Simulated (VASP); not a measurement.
A run of VASP 6.6.1 is set up as follows.

Contents of INCAR:

```
ALGO     = Fast           # electronic algorithm
EDIFF    = 1E-6           # SCF threshold, eV
EDIFFG   = -0.08          # ionic threshold
ENCUT    = 600            # plane-wave cutoff, eV
GGA      = PE             # functional
IBRION   = 2              # ionic algorithm
ISIF     = 3              # what is computed and relaxed
ISMEAR   = 0              # smearing method
LASPH    = T              # aspherical terms in the spheres
LCHARG   = F              # write CHGCAR
LREAL    = F              # projectors in reciprocal space
LWAVE    = F              # write WAVECAR
NELM     = 100            # most SCF steps
NSW      = 36             # ionic steps
PREC     = Accurate       # precision mode
SIGMA    = 0.2            # smearing width, eV
```

Contents of KPOINTS:

```
k-points
0
Gamma
  7 7 7
```

The input POSCAR:

```
GaMo
1.0
    0.0000000000      2.4546527600      2.4546527600
    2.4546527600      0.0000000000      2.4546527600
    2.4546527600      2.4546527600      0.0000000000
Ga Mo
1 1
Direct
    0.7500000000      0.7500000000      0.7500000000
    0.0000000000      0.0000000000      0.0000000000
```

Potentials or basis: VASP PAW PBE potentials, release 64 (Ga_d, Mo_sv).

The run is started by

```sh
$ cat potpaw_PBE.64/Ga_d/POTCAR potpaw_PBE.64/Mo_sv/POTCAR > POTCAR
$ mpirun -np 1 vasp_std > vasp.out
```

Question: Predict the relaxed volume.

Answer: 23.26 Å³/atom.

Question: Predict the space group after relaxing (to 0.05 Å).

Answer: F-43m (No. 216).

Question: Predict the relaxed cell.

Answer: a = 4.037 Å, b = 4.037 Å, c = 4.037 Å, α = 60.00°, β = 60.00°, γ = 60.00°.

The path:
```tsv
step	energy change (eV)	largest force (eV/Å)	pressure (GPa)	volume (Å³)
1	0.0000	0.0000	96.22	29.58
2	-0.2910	0.0000	-11.36	86.23
3	748.2780	0.0000	45.33	47.80
4	-1.6995	0.0000	-12.71	72.64
5	-2.8060	0.0000	-10.91	59.36
6	-3.1787	0.0000	-7.99	53.37
7	-3.2988	0.0000	-5.43	50.54
8	-3.3389	0.0000	-3.84	49.16
9	-3.3533	0.0000	-2.95	48.48
10	-3.3688	0.0000	1.36	45.77
11	-3.3719	0.0000	-0.03	46.53
```

Caveat: the volume moved by over 15 % at a fixed basis, so the end points are rough.
